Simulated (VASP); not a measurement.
# CuRhSe2 (R-3m) in VASP: single point with PBE+U

Aim: the single point of CuRhSe2 with PBE+U.

Everything below comes from runs of VASP 6.6.1. Logs are shortened: lines on timing, memory, paths and dates and some standing lists are left out, and cuts for length are marked.

### 1 The cell of the first run

Symmetry: R-3m, No. 166, trigonal system. The conventional cell has a = 3.800 Å, b = 3.800 Å, c = 20.694 Å, α = 90.00°, β = 90.00°, γ = 120.00°. Cu (site symmetry -3m) has 6 Se at 3.02 Å and 6 Cu at 3.80 Å and 6 Rh at 4.09 Å within 4.1 Å. Within 3.4 Å of Rh (site symmetry -3m) lie 6 Se at 2.59 Å. Within 3.6 Å of Se (site symmetry 3m) lie 3 Rh at 2.59 Å and 3 Cu at 3.02 Å and 3 Se at 3.52 Å.

### 2 Single point, PBE+U, collinear spin, ferromagnetic start

INCAR reads:

```
SYSTEM = CuRhSe2
PREC = Accurate
ENCUT = 520
EDIFF = 1E-6
ISMEAR = 0
SIGMA = 0.05
LREAL = .FALSE.
LASPH = .TRUE.
NELM = 150
ALGO = Normal
ISIF = 2
LWAVE = .FALSE.
LCHARG = .TRUE.
ISPIN = 2
MAGMOM = 0 4 0 0
LORBIT = 11
LMAXMIX = 4
LDAU = .TRUE.
LDAUTYPE = 2
LDAUL = -1 2 -1
LDAUU = 0 4 0
LDAUJ = 0 0 0
LDAUPRINT = 1
GGA = PE
LELF = .TRUE.
LVHAR = .TRUE.
NBANDS = 31
```

KPOINTS reads:

```
regular mesh
0
G
  6 6 6
  0 0 0
```

POSCAR reads:

```
CuRhSe2
1.0
    1.9001188900      1.0970341500      6.8981566700
   -1.9001188900      1.0970341500      6.8981566700
    0.0000000000     -2.1940683100      6.8981566700
Cu Rh Se
1 1 2
Direct
    0.5000000000      0.5000000000      0.5000000000
    0.0000000000      0.0000000000      0.0000000000
    0.2667000000      0.2667000000      0.2667000000
    0.7333000000      0.7333000000      0.7333000000
```

Potentials or basis: VASP PAW PBE potentials, release 64 (Cu, Rh_pv, Se).

The run is started by

```
> cat potpaw_PBE.64/Cu/POTCAR potpaw_PBE.64/Rh_pv/POTCAR potpaw_PBE.64/Se/POTCAR > POTCAR
> mpirun -np 1 vasp_std > vasp.out
```

OUTCAR:

```text
SYSTEM = CuRhSe2
   PREC = Accurate
   ENCUT = 520
   EDIFF = 1E-6
   ISMEAR = 0
   LREAL = .FALSE.
   LASPH = .TRUE.
   NELM = 150
   ISIF = 2
   ISPIN = 2
   LORBIT = 11
   GGA = PE

 ion  position               nearest neighbor table
   1  0.500  0.500  0.500-
   2  0.000  0.000  0.000-   4 2.59   4 2.59   3 2.59   3 2.59   4 2.59   3 2.59
   3  0.267  0.267  0.267-   2 2.59   2 2.59   2 2.59
   4  0.733  0.733  0.733-   2 2.59   2 2.59   2 2.59

  LATTYP: Found a trigonal (rhomboedric) cell.
 ALAT       =     7.2386808996
 COS(alpha) =     0.8621925544

  Lattice vectors:

 A1 = (   1.9001188900,   1.0970341500,   6.8981566700)
 A2 = (  -1.9001188900,   1.0970341500,   6.8981566700)
 A3 = (   0.0000000000,  -2.1940683100,   6.8981566700)

Analysis of symmetry for initial positions (statically):
=====================================================================
 Subroutine PRICEL returns:
 Original cell was already a primitive cell.

 Routine SETGRP: Setting up the symmetry group for a
 trigonal (rhombohedral) supercell.

 Subroutine GETGRP returns: Found 12 space group operations
 (whereof 12 operations were pure point group operations)
 out of a pool of 12 trial point group operations.

The static configuration has the point symmetry D_3d.

Analysis of symmetry for dynamics (positions and initial velocities):
=====================================================================
 Subroutine PRICEL returns:
 Original cell was already a primitive cell.

 Routine SETGRP: Setting up the symmetry group for a
 trigonal (rhombohedral) supercell.

 Subroutine GETGRP returns: Found 12 space group operations
 (whereof 12 operations were pure point group operations)
 out of a pool of 12 trial point group operations.

The dynamic configuration has the point symmetry D_3d.

Analysis of structural, dynamic, and magnetic symmetry:
=====================================================================
 Subroutine PRICEL returns:
 Original cell was already a primitive cell.

 Routine SETGRP: Setting up the symmetry group for a
 trigonal (rhombohedral) supercell.

 Subroutine GETGRP returns: Found 12 space group operations
 (whereof 12 operations were pure point group operations)
 out of a pool of 12 trial point group operations.

The overall configuration has the point symmetry D_3d.

 Subroutine INISYM returns: Found 12 space group operations
 (whereof 12 operations are pure point group operations),
 and found     1 'primitive' translations

----------------------------------------------------------------------------------------

                                     Primitive cell

  volume of cell :      86.2751

  direct lattice vectors                    reciprocal lattice vectors
     1.900118890  1.097034150  6.898156670     0.263141429  0.151924775  0.048322088
    -1.900118890  1.097034150  6.898156670    -0.263141429  0.151924775  0.048322088
     0.000000000 -2.194068310  6.898156670     0.000000000 -0.303849550  0.048322088

  length of vectors
     7.238680900  7.238680900  7.238680901     0.307667959  0.307667959  0.307667959

  position of ions in fractional coordinates (direct lattice)
     0.500000000  0.500000000  0.500000000
     0.000000000  0.000000000  0.000000000
     0.266700000  0.266700000  0.266700000
     0.733300000  0.733300000  0.733300000

  ion indices of the primitive-cell ions
   primitive index   ion index
                 1           1
                 2           2
                 3           3
                 4           4

----------------------------------------------------------------------------------------

 KPOINTS: regular mesh

Automatic generation of k-mesh.
 Grid dimensions read from file:
 generate k-points for:    6    6    6

 Generating k-lattice:

  Cartesian coordinates                     Fractional coordinates (reciprocal lattice)
     0.043856905  0.025320796  0.008053681     0.166666667  0.000000000 -0.000000000
    -0.043856905  0.025320796  0.008053681     0.000000000  0.166666667 -0.000000000
     0.000000000 -0.050641592  0.008053681    -0.000000000 -0.000000000  0.166666667

  Length of vectors
     0.051277993  0.051277993  0.051277993

  Shift w.r.t. Gamma in fractional coordinates (k-lattice)
     0.000000000  0.000000000  0.000000000

 Subroutine IBZKPT returns following result:
 ===========================================

 Found     32 irreducible k-points:

 Following reciprocal coordinates:
            Coordinates               Weight
  0.000000  0.000000  0.000000      1.000000
  0.166667 -0.000000 -0.000000      6.000000
  0.333333  0.000000 -0.000000      6.000000
  0.500000 -0.000000 -0.000000      3.000000
  0.166667  0.166667 -0.000000      6.000000
  0.333333  0.166667 -0.000000     12.000000
[... 16 lines left out ...]
  0.500000  0.500000  0.166667      6.000000
 -0.333333  0.500000  0.166667     12.000000
 [... further k-points ...]
   k-points           NKPTS =     32   k-points in BZ     NKDIM =     32   number of bands    NBANDS=     31
   number of dos      NEDOS =    301   number of ions     NIONS =      4
   total plane-waves  NPLWV = 157464
   dimension x,y,z NGX =    54 NGY =   54 NGZ =   54
   dimension x,y,z NGXF=   108 NGYF=  108 NGZF=  108
   ions per type =               1   1   2
   NGX,Y,Z   is equivalent  to a cutoff of  12.40, 12.40, 12.40 a.u.
   NGXF,Y,Z  is equivalent  to a cutoff of  24.80, 24.80, 24.80 a.u.
 SYSTEM =  CuRhSe2
   PREC   = accura    normal or accurate (medium, high low for compatibility)
   ISTART =      0    job   : 0-new  1-cont  2-samecut
   ICHARG =      2    charge: 1-file 2-atom 10-const
   ISPIN  =      2    spin polarized calculation?
   LNONCOLLINEAR =      F non collinear calculations
   LSORBIT =      F    spin-orbit coupling
   LASPH  =      T    aspherical Exc in radial PAW
   ENCUT  =  520.0 eV  38.22 Ry    6.18 a.u.  13.46 13.46 13.46*2*pi/ulx,y,z
   NELM   =    150;   NELMIN=  2; NELMDL= -5     # of ELM steps
   EDIFF  = 0.1E-05   stopping-criterion for ELM
   LREAL  =      F    real-space projection
[... 7 lines left out ...]
   TEBEG  =    0.0;   TEEND  =   0.0 temperature during run
   PSTRESS=    0.0 pullay stress
   NELECT =      38.0000    total number of electrons
   NUPDOWN=      -1.0000    fix difference up-down
   EMIN   =  10.00;   EMAX   =-10.00  energy-range for DOS
   EFERMI =   0.00;   METHOD = LEGACY
   ISMEAR =     0;   SIGMA  =   0.05  broadening in eV -4-tet -1-fermi 0-gaus
   EFERMI_NEDOS =   21; number of points for ismear=-14 and -15
   IALGO  =     38    algorithm
   IMIX   =      4    mixing-type and parameters
     AMIX     =   0.40;   BMIX     =  1.00
     AMIX_MAG =   1.60;   BMIX_MAG =  1.00
  volume/ion in A,a.u.               =      21.57       145.55
  Fermi-wavevector in a.u.,A,eV,Ry     =   1.245588  2.353819 21.109283  1.551489
  Thomas-Fermi vector in A             =   2.379803
   LORBIT       =     11    0 simple, 1 ext, 2 COOP (PROOUT), +10 PAW based schemes
 LDA+U is selected, type is set to LDAUTYPE =  2
   angular momentum for each species LDAUL =    -1    2   -1
   U (eV)           for each species LDAUU =   0.0  4.0  0.0
   J (eV)           for each species LDAUJ =   0.0  0.0  0.0
   GGA     = PE    functional components
   LHFCALC =     F    Hartree Fock is set to
   AEXX    =    0.0000 exact exchange contribution
   IVDW    =     0    specifies the selected vdW correction
   LEPSILON=     F    determine dielectric tensor
   LRPA    =     F    only Hartree local field effects (RPA)
 spin polarized calculation
 Gauss-broadening in eV      SIGMA  =   0.05
  energy-cutoff  :      520.00
  volume of cell :       86.28
 maximum number of plane-waves:      2340
 NGX is ok and might be reduce to    54
   NGX = 27   NGY = 27   NGZ = 27

 number of electron      37.9999996 magnetization       0.0060822

atom =   2  type =  2  l = 2

 onsite density matrix

spin component  1

  0.7554 -0.0000  0.0000 -0.1871 -0.0000
 -0.0000  0.6202 -0.0000  0.0000 -0.1871
  0.0000 -0.0000  0.8895 -0.0000  0.0000
 -0.1871  0.0000 -0.0000  0.6202 -0.0000
 -0.0000 -0.1871  0.0000 -0.0000  0.7554

spin component  2

  0.7554 -0.0000  0.0000 -0.1872 -0.0000
 -0.0000  0.6201 -0.0000  0.0000 -0.1872
  0.0000 -0.0000  0.8896 -0.0000  0.0000
 -0.1872  0.0000 -0.0000  0.6201 -0.0000
 -0.0000 -0.1872  0.0000 -0.0000  0.7554

 occupancies and eigenvectors

  o =  0.4887  v =  0.0000  0.0000  0.0000  0.0000  0.0000 -0.5745 -0.0000 -0.0000 -0.8185 -0.0000      0.0000  0.0000  0.0000  0.0000  0.0000  0.0000  0.0000  0.0000  0.0000  0.0000
  o =  0.4887  v =  0.0000  0.0000  0.0000  0.0000  0.0000  0.0000 -0.8185 -0.0000  0.0000 -0.5745      0.0000  0.0000  0.0000  0.0000  0.0000  0.0000  0.0000  0.0000  0.0000  0.0000
  o =  0.4888  v = -0.5745 -0.0000 -0.0000 -0.8185 -0.0000  0.0000  0.0000  0.0000  0.0000  0.0000      0.0000  0.0000  0.0000  0.0000  0.0000  0.0000  0.0000  0.0000  0.0000  0.0000
  o =  0.4888  v =  0.0000 -0.8185 -0.0000  0.0000 -0.5745  0.0000  0.0000  0.0000  0.0000  0.0000      0.0000  0.0000  0.0000  0.0000  0.0000  0.0000  0.0000  0.0000  0.0000  0.0000
  o =  0.8867  v =  0.0000 -0.5745 -0.0000 -0.0000  0.8185  0.0000  0.0000  0.0000  0.0000  0.0000      0.0000  0.0000  0.0000  0.0000  0.0000  0.0000  0.0000  0.0000  0.0000  0.0000
  o =  0.8867  v =  0.8185  0.0000  0.0000 -0.5745 -0.0000  0.0000  0.0000  0.0000  0.0000  0.0000      0.0000  0.0000  0.0000  0.0000  0.0000  0.0000  0.0000  0.0000  0.0000  0.0000
  o =  0.8867  v =  0.0000  0.0000  0.0000  0.0000  0.0000  0.0000 -0.5745 -0.0000 -0.0000  0.8185      0.0000  0.0000  0.0000  0.0000  0.0000  0.0000  0.0000  0.0000  0.0000  0.0000
  o =  0.8867  v =  0.0000  0.0000  0.0000  0.0000  0.0000  0.8185  0.0000  0.0000 -0.5745 -0.0000      0.0000  0.0000  0.0000  0.0000  0.0000  0.0000  0.0000  0.0000  0.0000  0.0000
  o =  0.8895  v =  0.0000 -0.0000  1.0000 -0.0000  0.0000  0.0000  0.0000  0.0000  0.0000  0.0000      0.0000  0.0000  0.0000  0.0000  0.0000  0.0000  0.0000  0.0000  0.0000  0.0000
  o =  0.8896  v =  0.0000  0.0000  0.0000  0.0000  0.0000  0.0000 -0.0000  1.0000 -0.0000  0.0000      0.0000  0.0000  0.0000  0.0000  0.0000  0.0000  0.0000  0.0000  0.0000  0.0000

 number of electron      37.9999996 magnetization      -0.0001279

 Free energy of the ion-electron system (eV)
  ---------------------------------------------------
  ext. energy  EPLUGINS =         0.00000000
  ---------------------------------------------------
  free energy    TOTEN  =       -14.49108846 eV

  energy without entropy =      -14.49093225  energy(sigma->0) =      -14.49101035

 E-fermi :   4.2039     XC(G=0): -10.1075

 val. band max:        4.1466261548   @ k =   0.5000   0.5000   0.5000
 cond. band min:       4.2784478202   @ k =   0.5000   0.1667   0.1667
 fundamental gap:      0.1318216655
 Fermi energy:         4.2039210481

 spin component 1

 k-point     1 :       0.0000    0.0000    0.0000
  band No.  band energies     occupation
      1     -41.4612      1.00000
      2     -41.4612      1.00000
      3     -41.4394      1.00000
      4      -9.4864      1.00000
      5      -8.3278      1.00000
      6      -1.4958      1.00000
[... 805 lines left out ...]
     30      15.6305      0.00000
     31      16.2327      0.00000

 [... further k-points ...]

 spin component 2

 k-point     1 :       0.0000    0.0000    0.0000
  band No.  band energies     occupation
      1     -41.4610      1.00000
      2     -41.4610      1.00000
      3     -41.4392      1.00000
      4      -9.4865      1.00000
      5      -8.3279      1.00000
      6      -1.4959      1.00000
[... 805 lines left out ...]
     30      15.6304      0.00000
     31      16.2326      0.00000

 [... further k-points ...]

------------------------ aborting loop because EDIFF is reached ----------------------------------------

  FORCE on cell =-STRESS in cart. coord.  units (eV):
  Direction    XX          YY          ZZ          XY          YZ          ZX
  --------------------------------------------------------------------------------------
  -------------------------------------------------------------------------------------
  Total       -4.6307437     -4.6307437     -5.2202535      0.0000000      0.0000000      0.0000000
  in kB      -85.9955732    -85.9955733    -96.9431099      0.0000000      0.0000000      0.0000000
  external PRESSURE =     -89.6447521 kB  Pullay stress =       0.0000000 kB

 VOLUME and BASIS-vectors are now :
 -----------------------------------------------------------------------------
  energy-cutoff  :      520.00
  volume of cell :       86.28
      direct lattice vectors                 reciprocal lattice vectors
     1.900118890  1.097034150  6.898156670     0.263141429  0.151924775  0.048322088
    -1.900118890  1.097034150  6.898156670    -0.263141429  0.151924775  0.048322088
     0.000000000 -2.194068310  6.898156670     0.000000000 -0.303849550  0.048322088

 POSITION                                       TOTAL-FORCE (eV/Angst)
 -----------------------------------------------------------------------------------
      0.00000     -0.00000     10.34724         0.000000     -0.000000     -0.000000
      0.00000      0.00000      0.00000        -0.000000     -0.000000     -0.000000
      0.00000     -0.00000      5.51922        -0.000000      0.000000     -0.126184
      0.00000     -0.00000     15.17525        -0.000000     -0.000000      0.126184
 -----------------------------------------------------------------------------------
    total drift:                                0.000000      0.000000      0.000000

  FREE ENERGIE OF THE ION-ELECTRON SYSTEM (eV)
  ---------------------------------------------------
  free  energy   TOTEN  =       -14.4910884618 eV

  energy  without entropy=      -14.4909322454  energy(sigma->0) =      -14.49101035

 total charge

# of ion       s       p       d       tot
------------------------------------------
    1        0.238   0.089   9.354   9.681
    2        0.300   6.204   7.233  13.738
    3        1.460   2.250   0.039   3.749
    4        1.460   2.250   0.039   3.749
--------------------------------------------------
tot          3.458  10.794  16.665  30.917

 magnetization (x)

# of ion       s       p       d       tot
------------------------------------------
    1        0.000  -0.000  -0.000  -0.000
    2        0.000   0.000   0.000   0.000
    3       -0.000  -0.000  -0.000  -0.000
    4       -0.000  -0.000  -0.000  -0.000
--------------------------------------------------
tot          0.000  -0.000   0.000   0.000
```

Run time: 14 min. Hardware: 1 thread of Intel Xeon Platinum 8259CL at 2.50GHz (Skylake/Cascade Lake), shared host; peak memory 0.59 GiB.

Results:

```
Free energy                                           : -14.4911 eV
Pressure                                              : -9.0 GPa
Largest force                                         : 0.126 eV/Å
Band gap on the k mesh                                : 0.13 eV (least direct gap 0.89 eV)
Net moment                                            : 0.00 μB per cell
Valence electrons inside the program's atomic spheres : Cu 9.68; Rh 13.74; Se 3.75
```

Forces in eV/Å, atoms in the order of the input:
```
Cu   0.000  0.000  0.000
Rh   0.000  0.000  0.000
Se   0.000  0.000 -0.126
Se   0.000  0.000  0.126
```

Stress tensor (GPa, compression positive):
```
-8.60  0.00  0.00
 0.00 -8.60  0.00
 0.00  0.00 -9.69
```

Levels at points of the mesh, in eV from the valence-band top:
Spin up:
```
           k point  band 16  band 17  band 18  band 19  band 20  band 21  band 22  band 23
(0.00, 0.00, 0.00)    -1.31    -1.07    -0.33    -0.33     1.29     2.44     2.44     4.76
(0.50, 0.00, 0.00)    -1.16    -1.09    -0.83    -0.80     1.15     1.81     2.48     4.29
(0.50, 0.50, 0.00)    -1.34    -1.17    -1.16    -0.94     1.13     2.29     2.33     3.34
(0.50, 0.50, 0.50)    -1.32    -1.32     0.00     0.00     2.25     2.25     3.35     4.67
```
Spin down:
```tsv
k point	band 15	band 16	band 17	band 18	band 19	band 20	band 21	band 22	band 23	band 24
(0.00, 0.00, 0.00)	-1.31	-1.31	-1.07	-0.33	-0.33	1.29	2.44	2.44	4.76	7.32
(0.50, 0.00, 0.00)	-1.46	-1.16	-1.09	-0.83	-0.80	1.15	1.81	2.48	4.29	5.56
(0.50, 0.50, 0.00)	-1.41	-1.34	-1.17	-1.16	-0.94	1.13	2.29	2.33	3.34	5.92
(0.50, 0.50, 0.50)	-1.38	-1.32	-1.32	0.00	0.00	2.25	2.25	3.35	4.67	5.39
```

Eigenvalues of the final occupation matrices:
```
    site  spin  trace               eigenvalues
site 2 d     1   3.64  0.49 0.49 0.89 0.89 0.89
site 2 d     2   3.64  0.49 0.49 0.89 0.89 0.89
```

Caveat: the cell stands under tension. A k mesh can miss the band edges.
